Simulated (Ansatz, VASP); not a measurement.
# Two plane-wave programs on BaTiO3

```
Ba Ti O
1.0
     2.82737    1.63238    2.31839
    -2.82737    1.63238    2.31839
     0.00000   -3.26476    2.31839
Ba Ti O
1 1 3
Direct
  0.00000 0.00000 0.00000
  0.48450 0.48450 0.48450
  0.50860 0.01750 0.50860
  0.01750 0.50860 0.50860
  0.50860 0.50860 0.01750
```

Alike in both runs: task single point; functional PBE0; k mesh 4 × 4 × 4; occupations fermi-dirac, width 0.05 eV; no spin polarisation.

|  | VASP | Ansatz |
| --- | --- | --- |
| version | VASP 6.6.1 | Ansatz 0.2.0 |
| potentials or method | VASP PAW PBE potentials, release 64 (Ba_sv, Ti_sv, O) | Ansatz PAW |
| plane-wave cutoff (eV) | 520 | 420 |
| valence electrons in the cell | 40 | 40 |

Ansatz gave:

```
gap on the k mesh at the Fermi level (eV)                     : 4.64
least direct gap on the mesh (eV)                             : 4.99
pressure (GPa)                                                : -0.3
traceless stress, the component that is largest in VASP (GPa) : 0.16
rms of the force components (eV/Å)                            : 0.091
```

Which values does VASP return?

gap on the k mesh at the Fermi level (eV): 4.60; least direct gap on the mesh (eV): 4.99; pressure (GPa): 1.3; traceless stress, the component that is largest in VASP (GPa): 0.11; rms of the force components (eV/Å): 0.063.

Atom by atom the forces differ by 0.030 eV/Å (rms over components).

Neither program's run includes spin-orbit coupling.
